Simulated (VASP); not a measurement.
# SnP4 (Pm-3m) in VASP: a series of runs

The runs below take SnP4 through relaxation of cell and atoms, single point, with PBE.

Everything below comes from runs of VASP 6.6.1. Logs are shortened: lines on timing, memory, paths and dates and some standing lists are left out, and cuts for length are marked.

## (1) The cell of the first run

The structure is cubic, space group Pm-3m (No. 221). Conventional cell: a = 4.792 Å, b = 4.792 Å, c = 4.792 Å, α = 90.00°, β = 90.00°, γ = 90.00°. Sn (site symmetry m-3m) has 6 P at 2.40 Å within 3.2 Å. Within 3.2 Å of P (site symmetry 4/mmm) lie 2 Sn at 2.40 Å. Within 4.5 Å of P (site symmetry m-3m) lie 12 P at 3.39 Å and 8 Sn at 4.15 Å.

The cell was generated, and may not be a known phase.

## (2) Relaxation of cell and atoms, PBE

Contents of INCAR:

```
  PREC = Accurate
  ENCUT = 600
  EDIFF = 1E-6
  ISMEAR = 0
  SIGMA = 0.1
  LREAL = F
  LASPH = T
  NELM = 60
  ALGO = Normal
  ISIF = 3
  LWAVE = F
  LCHARG = F
  GGA = PE
  IBRION = 2
  NSW = 90
  EDIFFG = -0.04
```

Contents of KPOINTS:

```
regular mesh
0
Gamma
  4 4 4
```

Contents of POSCAR:

```
SnP4
1.0
    4.7922037800      0.0000000000      0.0000000000
    0.0000000000      4.7922037800      0.0000000000
    0.0000000000      0.0000000000      4.7922037800
Sn P
1 4
Direct
    0.5000000000      0.5000000000      0.5000000000
    0.0000000000      0.5000000000      0.5000000000
    0.5000000000      0.0000000000      0.5000000000
    0.5000000000      0.5000000000      0.0000000000
    0.0000000000      0.0000000000      0.0000000000
```

Potentials or basis: VASP PAW PBE potentials, release 64 (Sn_d, P).

On the command line:

```bash
$ cat potpaw_PBE.64/Sn_d/POTCAR potpaw_PBE.64/P/POTCAR > POTCAR
$ mpirun -np 1 vasp_std > vasp.out
```

OUTCAR:

```text
PREC = Accurate
   ENCUT = 600
   EDIFF = 1E-6
   ISMEAR = 0
   LREAL = F
   LASPH = T
   NELM = 60
   ISIF = 3
   GGA = PE
   IBRION = 2
   NSW = 90
   EDIFFG = -0.04

 ion  position               nearest neighbor table
   1  0.500  0.500  0.500-   2 2.40   3 2.40   4 2.40   4 2.40   3 2.40   2 2.40
   2  0.000  0.500  0.500-   1 2.40   1 2.40
   3  0.500  0.000  0.500-   1 2.40   1 2.40
   4  0.500  0.500  0.000-   1 2.40   1 2.40
   5  0.000  0.000  0.000-

  LATTYP: Found a simple cubic cell.
 ALAT       =     4.7922037800

  Lattice vectors:

 A1 = (   4.7922037800,   0.0000000000,   0.0000000000)
 A2 = (   0.0000000000,   4.7922037800,   0.0000000000)
 A3 = (   0.0000000000,   0.0000000000,   4.7922037800)

Analysis of symmetry for initial positions (statically):
=====================================================================
 Subroutine PRICEL returns:
 Original cell was already a primitive cell.

 Routine SETGRP: Setting up the symmetry group for a
 simple cubic supercell.

 Subroutine GETGRP returns: Found 48 space group operations
 (whereof 48 operations were pure point group operations)
 out of a pool of 48 trial point group operations.

The static configuration has the point symmetry O_h .

Analysis of symmetry for dynamics (positions and initial velocities):
=====================================================================
 Subroutine PRICEL returns:
 Original cell was already a primitive cell.

 Routine SETGRP: Setting up the symmetry group for a
 simple cubic supercell.

 Subroutine GETGRP returns: Found 48 space group operations
 (whereof 48 operations were pure point group operations)
 out of a pool of 48 trial point group operations.

The dynamic configuration has the point symmetry O_h .

 Subroutine INISYM returns: Found 48 space group operations
 (whereof 48 operations are pure point group operations),
 and found     1 'primitive' translations

----------------------------------------------------------------------------------------

                                     Primitive cell

  volume of cell :     110.0540

  direct lattice vectors                    reciprocal lattice vectors
     4.792203780  0.000000000  0.000000000     0.208672261  0.000000000  0.000000000
     0.000000000  4.792203780  0.000000000     0.000000000  0.208672261  0.000000000
     0.000000000  0.000000000  4.792203780     0.000000000  0.000000000  0.208672261

  length of vectors
     4.792203780  4.792203780  4.792203780     0.208672261  0.208672261  0.208672261

  position of ions in fractional coordinates (direct lattice)
     0.500000000  0.500000000  0.500000000
     0.000000000  0.500000000  0.500000000
     0.500000000  0.000000000  0.500000000
     0.500000000  0.500000000  0.000000000
     0.000000000  0.000000000  0.000000000

  ion indices of the primitive-cell ions
   primitive index   ion index
                 1           1
                 2           2
                 3           3
                 4           4
                 5           5

----------------------------------------------------------------------------------------

 KPOINTS: regular mesh

Automatic generation of k-mesh.
 Grid dimensions read from file:
 generate k-points for:    4    4    4

 Generating k-lattice:

  Cartesian coordinates                     Fractional coordinates (reciprocal lattice)
     0.052168065  0.000000000  0.000000000     0.250000000  0.000000000  0.000000000
     0.000000000  0.052168065  0.000000000     0.000000000  0.250000000  0.000000000
     0.000000000  0.000000000  0.052168065     0.000000000  0.000000000  0.250000000

  Length of vectors
     0.052168065  0.052168065  0.052168065

  Shift w.r.t. Gamma in fractional coordinates (k-lattice)
     0.000000000  0.000000000  0.000000000

 Subroutine IBZKPT returns following result:
 ===========================================

 Found     10 irreducible k-points:

 Following reciprocal coordinates:
            Coordinates               Weight
  0.000000  0.000000  0.000000      1.000000
  0.250000  0.000000  0.000000      6.000000
  0.500000  0.000000  0.000000      3.000000
  0.250000  0.250000  0.000000     12.000000
  0.500000  0.250000  0.000000     12.000000
  0.500000  0.500000  0.000000      3.000000
  0.250000  0.250000  0.250000      8.000000
  0.500000  0.250000  0.250000     12.000000
  0.500000  0.500000  0.250000      6.000000
  0.500000  0.500000  0.500000      1.000000
   k-points           NKPTS =     10   k-points in BZ     NKDIM =     10   number of bands    NBANDS=     21
   number of dos      NEDOS =    301   number of ions     NIONS =      5
   total plane-waves  NPLWV =  64000
   dimension x,y,z NGX =    40 NGY =   40 NGZ =   40
   dimension x,y,z NGXF=    80 NGYF=   80 NGZF=   80
   ions per type =               1   4
   NGX,Y,Z   is equivalent  to a cutoff of  13.88, 13.88, 13.88 a.u.
   NGXF,Y,Z  is equivalent  to a cutoff of  27.75, 27.75, 27.75 a.u.
 SYSTEM =  unknown system
   PREC   = accura    normal or accurate (medium, high low for compatibility)
   ISTART =      0    job   : 0-new  1-cont  2-samecut
   ICHARG =      2    charge: 1-file 2-atom 10-const
   ISPIN  =      1    spin polarized calculation?
   LNONCOLLINEAR =      F non collinear calculations
   LSORBIT =      F    spin-orbit coupling
   LASPH  =      T    aspherical Exc in radial PAW
   ENCUT  =  600.0 eV  44.10 Ry    6.64 a.u.   9.57  9.57  9.57*2*pi/ulx,y,z
   NELM   =     60;   NELMIN=  2; NELMDL= -5     # of ELM steps
   EDIFF  = 0.1E-05   stopping-criterion for ELM
   LREAL  =      F    real-space projection
   EDIFFG = -.4E-01   stopping-criterion for IOM
   NSW    =     90    number of steps for IOM
   IBRION =      2    ionic relax: 0-MD 1-quasi-New 2-CG
   NFREE  =      1    steps in history (QN), initial steepest desc. (CG)
   ISIF   =      3    stress and relaxation
   ISYM   =      2    0-nonsym 1-usesym 2-fastsym
   POTIM  = 0.5000    time-step for ionic-motion
   TEBEG  =    0.0;   TEEND  =   0.0 temperature during run
   PSTRESS=    0.0 pullay stress
   NELECT =      34.0000    total number of electrons
   NUPDOWN=      -1.0000    fix difference up-down
   EMIN   =  10.00;   EMAX   =-10.00  energy-range for DOS
   EFERMI =   0.00;   METHOD = LEGACY
   ISMEAR =     0;   SIGMA  =   0.10  broadening in eV -4-tet -1-fermi 0-gaus
   EFERMI_NEDOS =   21; number of points for ismear=-14 and -15
   IALGO  =     38    algorithm
   IMIX   =      4    mixing-type and parameters
     AMIX     =   0.40;   BMIX     =  1.00
     AMIX_MAG =   1.60;   BMIX_MAG =  1.00
  volume/ion in A,a.u.               =      22.01       148.54
  Fermi-wavevector in a.u.,A,eV,Ry     =   1.106707  2.091372 16.664411  1.224800
  Thomas-Fermi vector in A             =   2.243211
   LORBIT       =      0    0 simple, 1 ext, 2 COOP (PROOUT), +10 PAW based schemes
   GGA     = PE    functional components
   LHFCALC =     F    Hartree Fock is set to
   AEXX    =    0.0000 exact exchange contribution
   IVDW    =     0    specifies the selected vdW correction
   LEPSILON=     F    determine dielectric tensor
   LRPA    =     F    only Hartree local field effects (RPA)
 conjugate gradient relaxation of ions
 non-spin polarized calculation
 Gauss-broadening in eV      SIGMA  =   0.10
  energy-cutoff  :      600.00
  volume of cell :      110.05
 maximum number of plane-waves:      3743
 NGX is ok and might be reduce to    40
   NGX = 19   NGY = 19   NGZ = 19

--------------------------------------- Ionic step        1  -------------------------------------------

 number of electron      34.0000007 magnetization

 Free energy of the ion-electron system (eV)
  ---------------------------------------------------
  ext. energy  EPLUGINS =         0.00000000
  ---------------------------------------------------
  free energy    TOTEN  =       -17.47051965 eV

  energy without entropy =      -17.44768481  energy(sigma->0) =      -17.45910223

------------------------ aborting loop because EDIFF is reached ----------------------------------------

  FORCE on cell =-STRESS in cart. coord.  units (eV):
  Direction    XX          YY          ZZ          XY          YZ          ZX
  --------------------------------------------------------------------------------------
  -------------------------------------------------------------------------------------
  Total        4.9466188      4.9466188      4.9466188     -0.0000000      0.0000000     -0.0000000
  in kB       72.0133804     72.0133804     72.0133804     -0.0000000      0.0000000     -0.0000000
  external PRESSURE =      72.0133804 kB  Pullay stress =       0.0000000 kB

 VOLUME and BASIS-vectors are now :
 -----------------------------------------------------------------------------
  energy-cutoff  :      600.00
  volume of cell :      110.05
      direct lattice vectors                 reciprocal lattice vectors
     4.792203780  0.000000000  0.000000000     0.208672261  0.000000000  0.000000000
     0.000000000  4.792203780  0.000000000     0.000000000  0.208672261  0.000000000
     0.000000000  0.000000000  4.792203780     0.000000000  0.000000000  0.208672261

 POSITION                                       TOTAL-FORCE (eV/Angst)
 -----------------------------------------------------------------------------------
      2.39610      2.39610      2.39610         0.000000      0.000000      0.000000
      0.00000      2.39610      2.39610         0.000000      0.000000      0.000000
      2.39610      0.00000      2.39610         0.000000      0.000000      0.000000
      2.39610      2.39610      0.00000         0.000000      0.000000      0.000000
      0.00000      0.00000      0.00000         0.000000      0.000000      0.000000
 -----------------------------------------------------------------------------------
    total drift:                               -0.000000      0.000000     -0.000000

  FREE ENERGIE OF THE ION-ELECTRON SYSTEM (eV)
  ---------------------------------------------------
  free  energy   TOTEN  =       -17.4705196451 eV

  energy  without entropy=      -17.4476848078  energy(sigma->0) =      -17.45910223

--------------------------------------- Ionic step        2  -------------------------------------------

 number of electron      34.0000001 magnetization

 E-fermi :   4.2076     XC(G=0):  -9.2236

 val. band max:        4.1984057493   @ k =   0.5000   0.5000   0.2500
 cond. band min:       4.2225924748   @ k =   0.5000   0.5000   0.5000
 fundamental gap:      0.0241867255
 Fermi energy:         4.2076465533

 k-point     1 :       0.0000    0.0000    0.0000
  band No.  band energies     occupation
      1     -17.6071      2.00000
      2     -17.6071      2.00000
      3     -17.4476      2.00000
      4     -17.4476      2.00000
      5     -17.4476      2.00000
      6      -8.5117      2.00000
[... 13 lines left out ...]
     20       5.8041      0.00000
     21       5.8041      0.00000
[... 236 lines left out ...]
 POSITION                                       TOTAL-FORCE (eV/Angst)
 -----------------------------------------------------------------------------------
      2.51046      2.51046      2.51046        -0.000000      0.000000      0.000000
     -0.00000      2.51046      2.51046         0.000000      0.000000      0.000000
      2.51046      0.00000      2.51046         0.000000      0.000000      0.000000
      2.51046      2.51046     -0.00000        -0.000000      0.000000      0.000000
      0.00000      0.00000      0.00000         0.000000      0.000000      0.000000
 -----------------------------------------------------------------------------------
    total drift:                               -0.000000      0.000000     -0.000000

  FREE ENERGIE OF THE ION-ELECTRON SYSTEM (eV)
  ---------------------------------------------------
  free  energy   TOTEN  =       -17.6961994588 eV

  energy  without entropy=      -17.6650030038  energy(sigma->0) =      -17.68060123

--------------------------------------- Ionic step        3  -------------------------------------------

 number of electron      33.9999995 magnetization

 Free energy of the ion-electron system (eV)
  ---------------------------------------------------
  ext. energy  EPLUGINS =         0.00000000
  ---------------------------------------------------
  free energy    TOTEN  =       -17.71843969 eV

  energy without entropy =      -17.68920862  energy(sigma->0) =      -17.70382415

 E-fermi :   4.5578     XC(G=0):  -9.3697

 val. band max:        4.5508770069   @ k =   0.5000   0.5000   0.0000
 cond. band min:       4.5768414079   @ k =   0.5000   0.5000   0.2500
 fundamental gap:      0.0259644010
 Fermi energy:         4.5577645524

 k-point     1 :       0.0000    0.0000    0.0000
  band No.  band energies     occupation
      1     -17.3499      2.00000
      2     -17.3499      2.00000
      3     -17.1696      2.00000
      4     -17.1696      2.00000
      5     -17.1696      2.00000
      6      -8.4176      2.00000
[... 13 lines left out ...]
     20       6.2346      0.00000
     21       6.2346      0.00000
[... 236 lines left out ...]
 POSITION                                       TOTAL-FORCE (eV/Angst)
 -----------------------------------------------------------------------------------
      2.48159      2.48159      2.48159        -0.000000      0.000000      0.000000
     -0.00000      2.48159      2.48159         0.000000      0.000000      0.000000
      2.48159      0.00000      2.48159         0.000000      0.000000      0.000000
      2.48159      2.48159     -0.00000        -0.000000      0.000000      0.000000
      0.00000      0.00000      0.00000         0.000000      0.000000      0.000000
 -----------------------------------------------------------------------------------
    total drift:                               -0.000000      0.000000     -0.000000

  FREE ENERGIE OF THE ION-ELECTRON SYSTEM (eV)
  ---------------------------------------------------
  free  energy   TOTEN  =       -17.7184396852 eV

  energy  without entropy=      -17.6892086227  energy(sigma->0) =      -17.70382415

 reached required accuracy - stopping structural energy minimisation
```

It took 34 s on 1 thread of Intel Xeon 6975P-C (Granite Rapids), shared host; peak memory 0.25 GiB.

What came out:

* Free energy: -17.7184 eV
* Relaxed volume: 24.45 Å³/atom
* Relaxed cell: a = 4.963 Å, b = 4.963 Å, c = 4.963 Å, α = 90.00°, β = 90.00°, γ = 90.00°
* Space group after relaxing (to 0.1 Å): Pm-3m (No. 221)
* Energy gained by relaxing: 49.6 meV/atom
* Ionic steps: 3
* Pressure after relaxing: 0.0 GPa
* Band gap on the k mesh: zero (bands 17 and 18 overlap by 1.66 eV)

The path:
```csv
step,energy change (eV),largest force (eV/Å),pressure (GPa),volume (Å³)
1,0.0000,0.0000,7.20,110.05
2,-0.2257,0.0000,-1.63,126.58
3,-0.2479,0.0000,0.02,122.26
```

Final structure:
```xyz
5
Lattice="4.9632 0.0000 0.0000 0.0000 4.9632 0.0000 0.0000 0.0000 4.9632" Properties=species:S:1:pos:R:3 pbc="T T T"
Sn    2.4816    2.4816    2.4816
P     0.0000    2.4816    2.4816
P     2.4816    0.0000    2.4816
P     2.4816    2.4816    0.0000
P     0.0000    0.0000    0.0000
```

Caveat: spin-orbit coupling is left out, which moves the levels of the heavy elements.

[end of part 1 of 2]

The gap in the log of VASP goes by the Fermi energy; the results here count the filled bands.